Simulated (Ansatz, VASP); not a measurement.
One calculation of AlRu, two programs

INCAR

```
SYSTEM = AlRu
PREC     = Accurate       ! precision mode
ENCUT    = 520            ! plane-wave cutoff, eV
EDIFF    = 1E-6           ! SCF threshold, eV
ISMEAR   = 0              ! smearing method
SIGMA    = 0.15           ! smearing width, eV
LREAL    = .FALSE.        ! projectors in reciprocal space
LASPH    = .TRUE.         ! aspherical terms in the spheres
NELM     = 60             ! most SCF steps
ALGO     = Fast           ! electronic algorithm
ISIF     = 2              ! what is computed and relaxed
LWAVE    = .FALSE.        ! write WAVECAR
LCHARG   = .TRUE.         ! write CHGCAR
GGA      = PE             ! functional
LELF     = .TRUE.         ! ELF
LVHAR    = .TRUE.       
NBANDS   = 16             ! bands
```

The input KPOINTS:

```
Automatic mesh
0
G
  16 16 16
  0 0 0
```

Contents of POSCAR:

```
AlRu
1.0
    2.9916000000      0.0000000000      0.0000000000
    0.0000000000      2.9916000000      0.0000000000
    0.0000000000      0.0000000000      3.0439530000
Al Ru
1 1
Direct
    0.0000000000      0.0000000000      0.0000000000
    0.5000000000      0.5000000000      0.5000000000
```

Input for Ansatz:

```yaml
crystal:
  lattice:
    - [2.9916, 0.0, 0.0]
    - [0.0, 2.9916, 0.0]
    - [0.0, 0.0, 3.043953]
  atoms:
    - { symbol: Al, position: [0.0, 0.0, 0.0] }
    - { symbol: Ru, position: [0.5, 0.5, 0.5] }
basis:
  ecutwfc: 420
kpoints:
  mp_grid: { grid: [16, 16, 16] }
hamiltonian:
  xc: pbe
scf:
  occupations: { method: gaussian, width: 0.15 }
output:
  forces: true
  stress: true
  eigenvalues: true
```

Change from the starting cell: strain +0.0175 x Voigt [0, 0, 1, 0, 0, 0], atoms carried along.

Alike in both runs: task single point; functional PBE; k mesh 16 × 16 × 16; occupations gaussian, width 0.15 eV; no spin polarisation.

|  | VASP | Ansatz |
| --- | --- | --- |
| version | VASP 6.6.1 | Ansatz 0.2.0 |
| potentials or method | VASP PAW PBE potentials, release 64 (Al, Ru_pv), cutoff 520 eV | scalar-relativistic, plane waves, PAW |
| valence electrons in the cell | 17 | 19 |

```csv
,VASP,Ansatz,Ansatz less VASP
gap on the k mesh at the Fermi level (eV),none,none,-
pressure (GPa),-1.0,-0.9,+0.04
"traceless stress, the component that is largest in VASP (GPa)",-1.88,-1.87,+0.008
```

A gap of «none» marks a metal or a gap that the smearing closes. VASP's potentials hold 17 valence electrons a cell and Ansatz's 19, so a difference there can come from the potentials and not from the codes.
